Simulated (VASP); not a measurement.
Runs of VASP 6.6.1 on AlN. The structure is that of space group P6_3mc (No. 186), or close to it. The cells are those of the table. 

| cell | gap on the mesh (eV) | pressure (GPa) | largest force (eV/Å) |
| --- | --- | --- | --- |
| a = 3.199, b = 3.199, c = 4.709 Å, angles 90.0, 90.0, 120.0°, 4 atoms | 3.93 | 4.3 | (a) |
| a = 3.154, b = 3.154, c = 4.844 Å, angles 90.0, 90.0, 120.0°, 4 atoms | 4.05 | 3.6 | 0.36 |
| a = 2.928, b = 2.928, c = 5.621 Å, angles 90.0, 90.0, 120.0°, 4 atoms | (c) | 14.6 | 1.04 |
| a = 3.061, b = 3.061, c = 5.143 Å, angles 90.0, 90.0, 120.0°, 4 atoms | 4.25 | 5.2 | 0.63 |
| a = 3.284, b = 3.284, c = 4.467 Å, angles 90.0, 90.0, 120.0°, 4 atoms | 3.77 | 8.6 | (b) |
| a = 2.850, b = 2.850, c = 5.929 Å, angles 90.0, 90.0, 120.0°, 4 atoms | 1.84 | 23.6 | 0.93 |
| a = 3.014, b = 3.014, c = 5.305 Å, angles 90.0, 90.0, 120.0°, 4 atoms | 4.02 | 7.6 | 0.89 |
| a = 3.351, b = 3.351, c = 4.290 Å, angles 90.0, 90.0, 120.0°, 4 atoms | 3.74 | 14.6 | 5.56 |

Alike in all rows: task single point; level PBE; potentials or basis VASP PAW PBE potentials, release 64 (Al, N); no spin polarisation; k mesh 9 × 9 × 6; cutoff (eV) 520; smearing gaussian 0.05 eV.

Estimate the missing entries.

(a) 1.13; (b) 3.23; (c) 3.07.

Caveats: forces of over 1 eV/Å act on the atoms, so gaps and moduli don't describe the material at rest (some runs).

A k mesh can miss the band edges.
